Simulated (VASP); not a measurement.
# Ir (P6_3/mmc) in VASP: single point with PBE

Aim: the single point of Ir with PBE.

Everything below comes from runs of VASP 6.6.1. Logs are shortened: lines on timing, memory, paths and dates and some standing lists are left out, and cuts for length are marked.

**1. The cell of the first run**

Symmetry: P6_3/mmc, No. 194, hexagonal system. Conventional cell: a = 2.751 Å, b = 2.751 Å, c = 4.462 Å, α = 90.00°, β = 90.00°, γ = 120.00°. Within 3.6 Å of Ir (site symmetry -6m2) lie 12 Ir at 2.74 to 2.75 Å.

This isn't the form of Ir at room conditions, which is fcc.

**2. Single point, PBE**

File INCAR:

```
SYSTEM = Ir
  PREC = Accurate
  ENCUT = 520
  EDIFF = 1E-7
  ISMEAR = 0
  SIGMA = 0.05
  LREAL = .False.
  LASPH = .True.
  NELM = 100
  ALGO = Fast
  ISIF = 2
  LWAVE = .False.
  LCHARG = .True.
  GGA = PE
  LELF = .True.
  LVHAR = .True.
  NBANDS = 16
```

File KPOINTS:

```
regular mesh
0
Gamma
  15 15 8
  0 0 0
```

File POSCAR:

```
Ir
1.0
    2.7513778946      0.0000000000      0.0000000000
   -1.3756889473      2.3827631521      0.0000000000
    0.0000000000      0.0000000000      4.4622900000
Ir
2
Direct
    0.6666666700      0.3333333300      0.7500000000
    0.3333333300      0.6666666700      0.2500000000
```

Potentials or basis: VASP PAW PBE potentials, release 64 (Ir).

Run with:

```bash
$ cat potpaw_PBE.64/Ir/POTCAR > POTCAR
$ mpirun -np 1 vasp_std > vasp.out
```

OUTCAR:

```text
SYSTEM = Ir
   PREC = Accurate
   ENCUT = 520
   EDIFF = 1E-7
   ISMEAR = 0
   LREAL = .False.
   LASPH = .True.
   NELM = 100
   ISIF = 2
   GGA = PE

 ion  position               nearest neighbor table
   1  0.667  0.333  0.750-   2 2.74   2 2.74   2 2.74   2 2.74   2 2.74   2 2.74
   2  0.333  0.667  0.250-   1 2.74   1 2.74   1 2.74   1 2.74   1 2.74   1 2.74

  LATTYP: Found a hexagonal cell.
 ALAT       =     2.7513778946
 C/A-ratio  =     1.6218382828

  Lattice vectors:

 A1 = (   2.7513778946,   0.0000000000,   0.0000000000)
 A2 = (  -1.3756889473,   2.3827631521,   0.0000000000)
 A3 = (   0.0000000000,   0.0000000000,   4.4622900000)

Analysis of symmetry for initial positions (statically):
=====================================================================
 Subroutine PRICEL returns:
 Original cell was already a primitive cell.

 Routine SETGRP: Setting up the symmetry group for a
 hexagonal supercell.

 Subroutine GETGRP returns: Found 24 space group operations
 (whereof 12 operations were pure point group operations)
 out of a pool of 24 trial point group operations.

The static configuration has the point symmetry D_3d.
 The point group associated with its full space group is D_6h.

Analysis of symmetry for dynamics (positions and initial velocities):
=====================================================================
 Subroutine PRICEL returns:
 Original cell was already a primitive cell.

 Routine SETGRP: Setting up the symmetry group for a
 hexagonal supercell.

 Subroutine GETGRP returns: Found 24 space group operations
 (whereof 12 operations were pure point group operations)
 out of a pool of 24 trial point group operations.

The dynamic configuration has the point symmetry D_3d.
 The point group associated with its full space group is D_6h.

 Subroutine INISYM returns: Found 24 space group operations
 (whereof 12 operations are pure point group operations),
 and found     1 'primitive' translations

----------------------------------------------------------------------------------------

                                     Primitive cell

  volume of cell :      29.2542

  direct lattice vectors                    reciprocal lattice vectors
     2.751377895  0.000000000  0.000000000     0.363454254  0.209840411  0.000000000
    -1.375688947  2.382763152  0.000000000     0.000000000  0.419680823  0.000000000
     0.000000000  0.000000000  4.462290000     0.000000000  0.000000000  0.224100182

  length of vectors
     2.751377895  2.751377895  4.462290000     0.419680823  0.419680823  0.224100182

  position of ions in fractional coordinates (direct lattice)
     0.666666670  0.333333330  0.750000000
     0.333333330  0.666666670  0.250000000

  ion indices of the primitive-cell ions
   primitive index   ion index
                 1           1
                 2           2

----------------------------------------------------------------------------------------

 KPOINTS: regular mesh

Automatic generation of k-mesh.
 Grid dimensions read from file:
 generate k-points for:   15   15    8

 Generating k-lattice:

  Cartesian coordinates                     Fractional coordinates (reciprocal lattice)
     0.024230284  0.013989361  0.000000000     0.066666667 -0.000000000  0.000000000
     0.000000000  0.027978722  0.000000000     0.000000000  0.066666667  0.000000000
     0.000000000  0.000000000  0.028012523     0.000000000  0.000000000  0.125000000

  Length of vectors
     0.027978722  0.027978722  0.028012523

  Shift w.r.t. Gamma in fractional coordinates (k-lattice)
     0.000000000  0.000000000  0.000000000

 Subroutine IBZKPT returns following result:
 ===========================================

 Found    135 irreducible k-points:

 Following reciprocal coordinates:
            Coordinates               Weight
  0.000000  0.000000  0.000000      1.000000
  0.066667 -0.000000  0.000000      6.000000
  0.133333 -0.000000  0.000000      6.000000
  0.200000 -0.000000  0.000000      6.000000
  0.266667 -0.000000  0.000000      6.000000
  0.333333 -0.000000  0.000000      6.000000
[... 16 lines left out ...]
  0.333333  0.200000  0.000000     12.000000
  0.400000  0.200000  0.000000      6.000000
 [... further k-points ...]
   k-points           NKPTS =    135   k-points in BZ     NKDIM =    135   number of bands    NBANDS=     16
   number of dos      NEDOS =    301   number of ions     NIONS =      2
   total plane-waves  NPLWV =  14400
   dimension x,y,z NGX =    20 NGY =   20 NGZ =   36
   dimension x,y,z NGXF=    40 NGYF=   40 NGZF=   72
   ions per type =               2
   NGX,Y,Z   is equivalent  to a cutoff of  12.08, 12.08, 13.41 a.u.
   NGXF,Y,Z  is equivalent  to a cutoff of  24.17, 24.17, 26.82 a.u.
 SYSTEM =  Ir
   PREC   = accura    normal or accurate (medium, high low for compatibility)
   ISTART =      0    job   : 0-new  1-cont  2-samecut
   ICHARG =      2    charge: 1-file 2-atom 10-const
   ISPIN  =      1    spin polarized calculation?
   LNONCOLLINEAR =      F non collinear calculations
   LSORBIT =      F    spin-orbit coupling
   LASPH  =      T    aspherical Exc in radial PAW
   ENCUT  =  520.0 eV  38.22 Ry    6.18 a.u.   5.12  5.12  8.30*2*pi/ulx,y,z
   NELM   =    100;   NELMIN=  2; NELMDL= -5     # of ELM steps
   EDIFF  = 0.1E-06   stopping-criterion for ELM
   LREAL  =      F    real-space projection
   EDIFFG = 0.1E-05   stopping-criterion for IOM
   NSW    =      0    number of steps for IOM
   IBRION =     -1    ionic relax: 0-MD 1-quasi-New 2-CG
   NFREE  =      0    steps in history (QN), initial steepest desc. (CG)
   ISIF   =      2    stress and relaxation
   ISYM   =      2    0-nonsym 1-usesym 2-fastsym
   POTIM  = 0.5000    time-step for ionic-motion
   TEBEG  =    0.0;   TEEND  =   0.0 temperature during run
   PSTRESS=    0.0 pullay stress
   NELECT =      18.0000    total number of electrons
   NUPDOWN=      -1.0000    fix difference up-down
   EMIN   =  10.00;   EMAX   =-10.00  energy-range for DOS
   EFERMI =   0.00;   METHOD = LEGACY
   ISMEAR =     0;   SIGMA  =   0.05  broadening in eV -4-tet -1-fermi 0-gaus
   EFERMI_NEDOS =   21; number of points for ismear=-14 and -15
   IALGO  =     68    algorithm
   IMIX   =      4    mixing-type and parameters
     AMIX     =   0.40;   BMIX     =  1.00
     AMIX_MAG =   1.60;   BMIX_MAG =  1.00
  volume/ion in A,a.u.               =      14.63        98.71
  Fermi-wavevector in a.u.,A,eV,Ry     =   1.392417  2.631287 26.379323  1.938826
  Thomas-Fermi vector in A             =   2.516162
   LORBIT       =      0    0 simple, 1 ext, 2 COOP (PROOUT), +10 PAW based schemes
   GGA     = PE    functional components
   LHFCALC =     F    Hartree Fock is set to
   AEXX    =    0.0000 exact exchange contribution
   IVDW    =     0    specifies the selected vdW correction
   LEPSILON=     F    determine dielectric tensor
   LRPA    =     F    only Hartree local field effects (RPA)
 non-spin polarized calculation
 RMM-DIIS sequential band-by-band and
 Gauss-broadening in eV      SIGMA  =   0.05
  energy-cutoff  :      520.00
  volume of cell :       29.25
 maximum number of plane-waves:       801
   NGX = 11   NGY = 11   NGZ = 17

 number of electron      18.0000000 magnetization

 Free energy of the ion-electron system (eV)
  ---------------------------------------------------
  ext. energy  EPLUGINS =         0.00000000
  ---------------------------------------------------
  free energy    TOTEN  =       -17.55442636 eV

  energy without entropy =      -17.55009324  energy(sigma->0) =      -17.55225980

 E-fermi :   9.9511     XC(G=0): -13.7890

 val. band max:        9.9439468402   @ k =   0.2000   0.0667   0.3750
 cond. band min:       9.9530405630   @ k =   0.1333   0.0667   0.5000
 fundamental gap:      0.0090937228
 Fermi energy:         9.9510927361

 k-point     1 :       0.0000    0.0000    0.0000
  band No.  band energies     occupation
      1      -0.9273      2.00000
      2       2.1075      2.00000
      3       6.1908      2.00000
      4       6.2951      2.00000
      5       6.2951      2.00000
      6       6.9194      2.00000
[... 8 lines left out ...]
     15      26.3736      0.00000
     16      27.3719      0.00000

 k-point     2 :       0.0667   -0.0000    0.0000
  band No.  band energies     occupation
      1      -0.7589      2.00000
      2       2.2574      2.00000
      3       5.9124      2.00000
      4       6.4352      2.00000
      5       6.5382      2.00000
      6       6.8303      2.00000
[... 8 lines left out ...]
     15      26.5944      0.00000
     16      27.6250      0.00000

 k-point     3 :       0.1333   -0.0000    0.0000
  band No.  band energies     occupation
      1      -0.2725      2.00000
      2       2.6636      2.00000
      3       5.5330      2.00000
      4       6.5415      2.00000
      5       6.6869      2.00000
      6       6.8466      2.00000
[... 8 lines left out ...]
     15      27.1202      0.00000
     16      27.7357      0.00000

 k-point     4 :       0.2000   -0.0000    0.0000
  band No.  band energies     occupation
      1       0.4688      2.00000
      2       3.1473      2.00000
      3       5.2374      2.00000
      4       5.6770      2.00000
      5       6.2667      2.00000
      6       6.9735      2.00000
[... 8 lines left out ...]
     15      26.7939      0.00000
     16      27.0082      0.00000
[... 324 lines left out ...]
 k-point    22 :       0.2667    0.2000    0.0000
  band No.  band energies     occupation
      1       3.2976      2.00000
      2       3.7662      2.00000
      3       3.9981      2.00000
      4       4.7923      2.00000
      5       5.7280      2.00000
      6       6.7454      2.00000
[... 8 lines left out ...]
     15      19.8941      0.00000
     16      25.1134      0.00000

 k-point    23 :       0.3333    0.2000    0.0000
  band No.  band energies     occupation
      1       3.5169      2.00000
      2       3.6118      2.00000
      3       3.7932      2.00000
      4       5.3632      2.00000
      5       5.7404      2.00000
      6       6.4377      2.00000
[... 8 lines left out ...]
     15      21.1976      0.00000
     16      23.7887      0.00000

 k-point    24 :       0.4000    0.2000    0.0000
  band No.  band energies     occupation
      1       3.4312      2.00000
      2       3.6936      2.00000
      3       3.7098      2.00000
      4       5.6381      2.00000
      5       5.7870      2.00000
      6       6.2878      2.00000
[... 8 lines left out ...]
     15      21.7993      0.00000
     16      22.7156      0.00000

 [... further k-points ...]

------------------------ aborting loop because EDIFF is reached ----------------------------------------

  FORCE on cell =-STRESS in cart. coord.  units (eV):
  Direction    XX          YY          ZZ          XY          YZ          ZX
  --------------------------------------------------------------------------------------
  -------------------------------------------------------------------------------------
  Total       -0.1553393     -0.1553393     -0.2322129     -0.0000000     -0.0000000      0.0000000
  in kB       -8.5075226     -8.5075226    -12.7176852     -0.0000000     -0.0000000      0.0000000
  external PRESSURE =      -9.9109102 kB  Pullay stress =       0.0000000 kB

 VOLUME and BASIS-vectors are now :
 -----------------------------------------------------------------------------
  energy-cutoff  :      520.00
  volume of cell :       29.25
      direct lattice vectors                 reciprocal lattice vectors
     2.751377895  0.000000000  0.000000000     0.363454254  0.209840411  0.000000000
    -1.375688947  2.382763152  0.000000000     0.000000000  0.419680823  0.000000000
     0.000000000  0.000000000  4.462290000     0.000000000  0.000000000  0.224100182

 POSITION                                       TOTAL-FORCE (eV/Angst)
 -----------------------------------------------------------------------------------
      1.37569      0.79425      3.34672        -0.000000     -0.000000      0.000000
     -0.00000      1.58851      1.11557         0.000000      0.000000      0.000000
 -----------------------------------------------------------------------------------
    total drift:                               -0.000000      0.000000     -0.000000

  FREE ENERGIE OF THE ION-ELECTRON SYSTEM (eV)
  ---------------------------------------------------
  free  energy   TOTEN  =       -17.5544263630 eV

  energy  without entropy=      -17.5500932364  energy(sigma->0) =      -17.55225980
```

Run time: 58 s. Hardware: 1 thread of AMD EPYC 7R13 (Zen 3), shared host; peak memory 0.15 GiB.

Results:

```yaml
Free_energy: -17.5544 eV
Pressure: -1.0 GPa
Band_gap_on_the_k_mesh: zero (bands 9 and 10 overlap by 3.10 eV)
```

Caveat: spin-orbit coupling is left out, which moves the levels of the heavy elements.
